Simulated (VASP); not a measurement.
Write the native input for VASP 6.6.1 that does the following.

| Property | Result |
| --- | --- |
| Task | single point |
| Functional | PBE |
| Potentials or basis | VASP PAW PBE potentials, release 64 (I) |
| Cutoff | 520 eV |
| k mesh | 7 × 7 × 3 |
| Occupations | fermi-dirac, width 0.05 eV |
| Spin | no spin polarisation |
| Dipole correction | no |
| Further INCAR settings | ALGO = Normal; EDIFF = 1e-06; NBANDS = 22 |

The structure of I lies in POSCAR:

```
I
1.0
    3.5859068830     -2.3626508969      0.0000000000
    3.5859068830      2.3626508969      0.0000000000
    0.0000000000      0.0000000000      9.6610799909
I
4
Direct
    0.6493000000      0.3507000000      0.3844000000
    0.1493000000      0.8507000000      0.1156000000
    0.3507000000      0.6493000000      0.6156000000
    0.8507000000      0.1493000000      0.8844000000
```

This cell differs from its parent crystal: volume scaled by 0.96.

One way to write it, as run:

INCAR

```
  PREC = Accurate
  ENCUT = 520
  EDIFF = 1E-6
  ISMEAR = -1
  SIGMA = 0.05
  LREAL = False
  LASPH = True
  NELM = 60
  ALGO = Normal
  ISIF = 2
  LWAVE = False
  LCHARG = False
  GGA = PE
  NBANDS = 22
```

KPOINTS

```
Automatic mesh
0
Gamma
  7 7 3
```

Potentials or basis: VASP PAW PBE potentials, release 64 (I).

Run with:

```console
$ cat potpaw_PBE.64/I/POTCAR > POTCAR
$ mpirun -np 1 vasp_std > vasp.out
```

It gave:

```json
{
  "Pressure": "3.0 GPa",
  "Largest force": "1.233 eV/Å",
  "Band gap on the k mesh": "1.43 eV, indirect (least direct gap 1.53 eV)"
}
```

Caveat: spin-orbit coupling is left out, which moves the levels of the heavy elements; forces of over 1 eV/Å act on the atoms, so gaps and moduli don't describe the material at rest.

Run time: 45 s on 1 thread of Intel(R) Xeon(R) 6975P-C (Granite Rapids) (shared host), peak memory 0.28 GiB.
